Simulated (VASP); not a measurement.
# NaGeO3 (Pm-3m) in VASP: further runs

The runs below take NaGeO3 through single point, relaxation of volume and atoms at fixed shape, with LDA.

Everything below comes from runs of VASP 6.6.1. Logs are shortened: lines on timing, memory, paths and dates and some standing lists are left out, and cuts for length are marked.

### 1 The cell of the first run

It takes space group Pm-3m (No. 221, cubic). Conventional cell: a = 3.687 Å, b = 3.687 Å, c = 3.687 Å, α = 90.00°, β = 90.00°, γ = 90.00°. Na (site symmetry m-3m) has 12 O at 2.61 Å and 8 Ge at 3.19 Å within 3.4 Å. Within 2.4 Å of Ge (site symmetry m-3m) lie 6 O at 1.84 Å. Within 2.4 Å of O (site symmetry 4/mmm) lie 2 Ge at 1.84 Å.

### 2 Single point, LDA

INCAR

```
SYSTEM = NaGeO3
ALGO = Normal
EDIFF = 1E-6
ENCUT = 520
ISIF = 2
ISMEAR = -1
LASPH = .TRUE.
LCHARG = .FALSE.
LREAL = .FALSE.
LWAVE = .FALSE.
NBANDS = 28
NELM = 80
PREC = Accurate
SIGMA = 0.02
```

KPOINTS

```
k-points
0
G
  6 6 6
  0 0 0
```

POSCAR

```
NaGeO3
1.0
    3.6867256892      0.0000000000      0.0000000000
    0.0000000000      3.6867256892      0.0000000000
    0.0000000000      0.0000000000      3.6867256892
Na Ge O
1 1 3
Direct
    0.0000000000      0.0000000000      0.0000000000
    0.5000000000      0.5000000000      0.5000000000
    0.5000000000      0.5000000000      0.0000000000
    0.5000000000      0.0000000000      0.5000000000
    0.0000000000      0.5000000000      0.5000000000
```

Potentials or basis: VASP PAW LDA potentials, release 64 (Na_pv, Ge_d, O).

On the command line:

```console
cat potpaw_LDA.64/Na_pv/POTCAR potpaw_LDA.64/Ge_d/POTCAR potpaw_LDA.64/O/POTCAR > POTCAR
mpirun -np 1 vasp_std > vasp.out
```

OUTCAR:

```text
SYSTEM = NaGeO3
   EDIFF = 1E-6
   ENCUT = 520
   ISIF = 2
   ISMEAR = -1
   LASPH = .TRUE.
   LREAL = .FALSE.
   NELM = 80
   PREC = Accurate

 ion  position               nearest neighbor table
   1  0.000  0.000  0.000-
   2  0.500  0.500  0.500-   3 1.84   4 1.84   5 1.84   3 1.84   4 1.84   5 1.84
   3  0.500  0.500  0.000-   2 1.84   2 1.84
   4  0.500  0.000  0.500-   2 1.84   2 1.84
   5  0.000  0.500  0.500-   2 1.84   2 1.84

  LATTYP: Found a simple cubic cell.
 ALAT       =     3.6867256892

  Lattice vectors:

 A1 = (   3.6867256892,   0.0000000000,   0.0000000000)
 A2 = (   0.0000000000,   3.6867256892,   0.0000000000)
 A3 = (   0.0000000000,   0.0000000000,   3.6867256892)

Analysis of symmetry for initial positions (statically):
=====================================================================
 Subroutine PRICEL returns:
 Original cell was already a primitive cell.

 Routine SETGRP: Setting up the symmetry group for a
 simple cubic supercell.

 Subroutine GETGRP returns: Found 48 space group operations
 (whereof 48 operations were pure point group operations)
 out of a pool of 48 trial point group operations.

The static configuration has the point symmetry O_h .

Analysis of symmetry for dynamics (positions and initial velocities):
=====================================================================
 Subroutine PRICEL returns:
 Original cell was already a primitive cell.

 Routine SETGRP: Setting up the symmetry group for a
 simple cubic supercell.

 Subroutine GETGRP returns: Found 48 space group operations
 (whereof 48 operations were pure point group operations)
 out of a pool of 48 trial point group operations.

The dynamic configuration has the point symmetry O_h .

 Subroutine INISYM returns: Found 48 space group operations
 (whereof 48 operations are pure point group operations),
 and found     1 'primitive' translations

----------------------------------------------------------------------------------------

                                     Primitive cell

  volume of cell :      50.1098

  direct lattice vectors                    reciprocal lattice vectors
     3.686725689  0.000000000  0.000000000     0.271243397  0.000000000  0.000000000
     0.000000000  3.686725689  0.000000000     0.000000000  0.271243397  0.000000000
     0.000000000  0.000000000  3.686725689     0.000000000  0.000000000  0.271243397

  length of vectors
     3.686725689  3.686725689  3.686725689     0.271243397  0.271243397  0.271243397

  position of ions in fractional coordinates (direct lattice)
     0.000000000  0.000000000  0.000000000
     0.500000000  0.500000000  0.500000000
     0.500000000  0.500000000  0.000000000
     0.500000000  0.000000000  0.500000000
     0.000000000  0.500000000  0.500000000

  ion indices of the primitive-cell ions
   primitive index   ion index
                 1           1
                 2           2
                 3           3
                 4           4
                 5           5

----------------------------------------------------------------------------------------

 KPOINTS: k-points

Automatic generation of k-mesh.
 Grid dimensions read from file:
 generate k-points for:    6    6    6

 Generating k-lattice:

  Cartesian coordinates                     Fractional coordinates (reciprocal lattice)
     0.045207233  0.000000000  0.000000000     0.166666667  0.000000000  0.000000000
     0.000000000  0.045207233  0.000000000     0.000000000  0.166666667  0.000000000
     0.000000000  0.000000000  0.045207233     0.000000000  0.000000000  0.166666667

  Length of vectors
     0.045207233  0.045207233  0.045207233

  Shift w.r.t. Gamma in fractional coordinates (k-lattice)
     0.000000000  0.000000000  0.000000000

 Subroutine IBZKPT returns following result:
 ===========================================

 Found     20 irreducible k-points:

 Following reciprocal coordinates:
            Coordinates               Weight
  0.000000  0.000000  0.000000      1.000000
  0.166667  0.000000  0.000000      6.000000
  0.333333  0.000000  0.000000      6.000000
  0.500000  0.000000  0.000000      3.000000
  0.166667  0.166667  0.000000     12.000000
  0.333333  0.166667  0.000000     24.000000
[... 12 lines left out ...]
  0.500000  0.500000  0.333333      6.000000
  0.500000  0.500000  0.500000      1.000000
   k-points           NKPTS =     20   k-points in BZ     NKDIM =     20   number of bands    NBANDS=     28
   number of dos      NEDOS =    301   number of ions     NIONS =      5
   total plane-waves  NPLWV =  21952
   dimension x,y,z NGX =    28 NGY =   28 NGZ =   28
   dimension x,y,z NGXF=    56 NGYF=   56 NGZF=   56
   ions per type =               1   1   3
   NGX,Y,Z   is equivalent  to a cutoff of  12.63, 12.63, 12.63 a.u.
   NGXF,Y,Z  is equivalent  to a cutoff of  25.25, 25.25, 25.25 a.u.
 SYSTEM =  NaGeO3
   PREC   = accura    normal or accurate (medium, high low for compatibility)
   ISTART =      0    job   : 0-new  1-cont  2-samecut
   ICHARG =      2    charge: 1-file 2-atom 10-const
   ISPIN  =      1    spin polarized calculation?
   LNONCOLLINEAR =      F non collinear calculations
   LSORBIT =      F    spin-orbit coupling
   LASPH  =      T    aspherical Exc in radial PAW
   ENCUT  =  520.0 eV  38.22 Ry    6.18 a.u.   6.85  6.85  6.85*2*pi/ulx,y,z
   NELM   =     80;   NELMIN=  2; NELMDL= -5     # of ELM steps
   EDIFF  = 0.1E-05   stopping-criterion for ELM
   LREAL  =      F    real-space projection
   EDIFFG = 0.1E-04   stopping-criterion for IOM
   NSW    =      0    number of steps for IOM
   IBRION =     -1    ionic relax: 0-MD 1-quasi-New 2-CG
   NFREE  =      0    steps in history (QN), initial steepest desc. (CG)
   ISIF   =      2    stress and relaxation
   ISYM   =      2    0-nonsym 1-usesym 2-fastsym
   POTIM  = 0.5000    time-step for ionic-motion
   TEBEG  =    0.0;   TEEND  =   0.0 temperature during run
   PSTRESS=    0.0 pullay stress
   NELECT =      39.0000    total number of electrons
   NUPDOWN=      -1.0000    fix difference up-down
   EMIN   =  10.00;   EMAX   =-10.00  energy-range for DOS
   EFERMI =   0.00;   METHOD = LEGACY
   ISMEAR =    -1;   SIGMA  =   0.02  broadening in eV -4-tet -1-fermi 0-gaus
   EFERMI_NEDOS =   21; number of points for ismear=-14 and -15
   IALGO  =     38    algorithm
   IMIX   =      4    mixing-type and parameters
     AMIX     =   0.40;   BMIX     =  1.00
     AMIX_MAG =   1.60;   BMIX_MAG =  1.00
  volume/ion in A,a.u.               =      10.02        67.63
  Fermi-wavevector in a.u.,A,eV,Ry     =   1.505875  2.845691 30.853374  2.267659
  Thomas-Fermi vector in A             =   2.616666
   LORBIT       =      0    0 simple, 1 ext, 2 COOP (PROOUT), +10 PAW based schemes
   GGA     = CA    functional components
   LHFCALC =     F    Hartree Fock is set to
   AEXX    =    0.0000 exact exchange contribution
   IVDW    =     0    specifies the selected vdW correction
   LEPSILON=     F    determine dielectric tensor
   LRPA    =     F    only Hartree local field effects (RPA)
 non-spin polarized calculation
  energy-cutoff  :      520.00
  volume of cell :       50.11
 maximum number of plane-waves:      1376
 NGX is ok and might be reduce to    28
   NGX = 13   NGY = 13   NGZ = 13

 number of electron      39.0000011 magnetization

 Free energy of the ion-electron system (eV)
  ---------------------------------------------------
  ext. energy  EPLUGINS =         0.00000000
  ---------------------------------------------------
  free energy    TOTEN  =       -30.68497213 eV

  energy without entropy =      -30.67742910  energy(sigma->0) =      -30.68120062

 E-fermi :   3.0309     XC(G=0): -11.8373

 val. band max:        3.0302790732   @ k =   0.3333   0.3333   0.1667
 cond. band min:       3.1174102125   @ k =   0.3333   0.3333   0.3333
 fundamental gap:      0.0871311393
 Fermi energy:         3.0308920744

 k-point     1 :       0.0000    0.0000    0.0000
  band No.  band energies     occupation
      1     -20.8777      2.00000
      2     -20.8777      2.00000
      3     -20.4484      2.00000
      4     -20.4484      2.00000
      5     -20.4484      2.00000
      6     -17.9098      2.00000
[... 20 lines left out ...]
     27      16.9409      0.00000
     28      18.5502      0.00000

 k-point     2 :       0.1667    0.0000    0.0000
  band No.  band energies     occupation
      1     -20.8772      2.00000
      2     -20.8456      2.00000
      3     -20.4514      2.00000
      4     -20.4514      2.00000
      5     -20.4483      2.00000
      6     -17.9433      2.00000
[... 20 lines left out ...]
     27      17.1959      0.00000
     28      18.3786      0.00000

 k-point     3 :       0.3333    0.0000    0.0000
  band No.  band energies     occupation
      1     -20.8762      2.00000
      2     -20.7819      2.00000
      3     -20.4574      2.00000
      4     -20.4574      2.00000
      5     -20.4481      2.00000
      6     -17.9968      2.00000
[... 20 lines left out ...]
     27      17.1397      0.00000
     28      17.9621      0.00000

 k-point     4 :       0.5000    0.0000    0.0000
  band No.  band energies     occupation
      1     -20.8757      2.00000
      2     -20.7503      2.00000
      3     -20.4604      2.00000
      4     -20.4604      2.00000
      5     -20.4481      2.00000
      6     -18.0184      2.00000
[... 20 lines left out ...]
     27      17.4944      0.00000
     28      17.5394      0.00000

 k-point     5 :       0.1667    0.1667    0.0000
  band No.  band energies     occupation
      1     -20.8614      2.00000
      2     -20.8279      2.00000
      3     -20.4544      2.00000
      4     -20.4514      2.00000
      5     -20.4511      2.00000
      6     -17.9519      2.00000
[... 20 lines left out ...]
     27      17.6912      0.00000
     28      17.9775      0.00000

 k-point     6 :       0.3333    0.1667    0.0000
  band No.  band energies     occupation
      1     -20.8550      2.00000
      2     -20.7672      2.00000
      3     -20.4604      2.00000
      4     -20.4572      2.00000
      5     -20.4510      2.00000
      6     -17.9874      2.00000
[... 339 lines left out ...]
      5     -20.4660      2.00000
      6     -17.9522      2.00000
[... 20 lines left out ...]
     27      16.7380      0.00000
     28      16.7380      0.00000

 k-point    18 :       0.5000    0.3333    0.3333
  band No.  band energies     occupation
      1     -20.7173      2.00000
      2     -20.6790      2.00000
      3     -20.4700      2.00000
      4     -20.4693      2.00000
      5     -20.4665      2.00000
      6     -17.9491      2.00000
[... 20 lines left out ...]
     27      16.4905      0.00000
     28      17.0571      0.00000

 k-point    19 :       0.5000    0.5000    0.3333
  band No.  band energies     occupation
      1     -20.6985      2.00000
      2     -20.6579      2.00000
      3     -20.4730      2.00000
      4     -20.4698      2.00000
      5     -20.4698      2.00000
      6     -17.9395      2.00000
[... 20 lines left out ...]
     27      16.7413      0.00000
     28      17.0784      0.00000

 k-point    20 :       0.5000    0.5000    0.5000
  band No.  band energies     occupation
      1     -20.6578      2.00000
      2     -20.6578      2.00000
      3     -20.4733      2.00000
      4     -20.4733      2.00000
      5     -20.4733      2.00000
      6     -17.9310      2.00000
[... 20 lines left out ...]
     27      17.1371      0.00000
     28      17.1371      0.00000

------------------------ aborting loop because EDIFF is reached ----------------------------------------

  FORCE on cell =-STRESS in cart. coord.  units (eV):
  Direction    XX          YY          ZZ          XY          YZ          ZX
  --------------------------------------------------------------------------------------
  -------------------------------------------------------------------------------------
  Total        0.2948267      0.2948267      0.2948267      0.0000000      0.0000000      0.0000000
  in kB        9.4265980      9.4265980      9.4265980      0.0000000      0.0000000      0.0000000
  external PRESSURE =       9.4265980 kB  Pullay stress =       0.0000000 kB

 VOLUME and BASIS-vectors are now :
 -----------------------------------------------------------------------------
  energy-cutoff  :      520.00
  volume of cell :       50.11
      direct lattice vectors                 reciprocal lattice vectors
     3.686725689  0.000000000  0.000000000     0.271243397  0.000000000  0.000000000
     0.000000000  3.686725689  0.000000000     0.000000000  0.271243397  0.000000000
     0.000000000  0.000000000  3.686725689     0.000000000  0.000000000  0.271243397

 POSITION                                       TOTAL-FORCE (eV/Angst)
 -----------------------------------------------------------------------------------
      0.00000      0.00000      0.00000         0.000000      0.000000      0.000000
      1.84336      1.84336      1.84336         0.000000      0.000000      0.000000
      1.84336      1.84336      0.00000         0.000000      0.000000      0.000000
      1.84336      0.00000      1.84336         0.000000      0.000000      0.000000
      0.00000      1.84336      1.84336         0.000000      0.000000      0.000000
 -----------------------------------------------------------------------------------
    total drift:                                0.000000      0.000000      0.000000

  FREE ENERGIE OF THE ION-ELECTRON SYSTEM (eV)
  ---------------------------------------------------
  free  energy   TOTEN  =       -30.6849721264 eV

  energy  without entropy=      -30.6774291049  energy(sigma->0) =      -30.68120062
```

Run time: 38 s. Hardware: 1 thread of AMD EPYC 7R13, shared host; peak memory 0.12 GiB.

What came out:

```yaml
Free_energy: -30.6850 eV
Pressure: 0.9 GPa
Band_gap_on_the_k_mesh: zero (an odd number of electrons rules out a gap without spin polarisation)
```

Levels at points of the mesh, in eV from the Fermi level:
| k point | band 16 | band 17 | band 18 | band 19 | band 20 | band 21 | band 22 | band 23 | band 24 | band 25 |
| --- | --- | --- | --- | --- | --- | --- | --- | --- | --- | --- |
| (0.00, 0.00, 0.00) | -0.88 | -0.88 | -0.77 | -0.77 | -0.77 | 1.87 | 6.43 | 12.20 | 12.20 | 13.91 |
| (0.50, 0.00, 0.00) | -1.64 | -1.64 | -1.39 | -0.82 | -0.82 | 6.29 | 9.65 | 10.09 | 12.26 | 14.42 |
| (0.50, 0.50, 0.00) | -2.05 | -1.63 | -1.63 | -1.41 | 0.42 | 9.07 | 10.28 | 10.28 | 10.88 | 12.75 |
| (0.50, 0.50, 0.50) | -1.38 | -1.38 | 0.45 | 0.45 | 0.45 | 8.74 | 8.78 | 8.78 | 8.78 | 11.61 |

Caveat: an odd number of electrons without spin polarisation forces a metal; a magnetic or distorted state may lie lower.

(Continued in part 2 of 2.)

The gap in the log of VASP goes by the Fermi energy; the results here count the filled bands.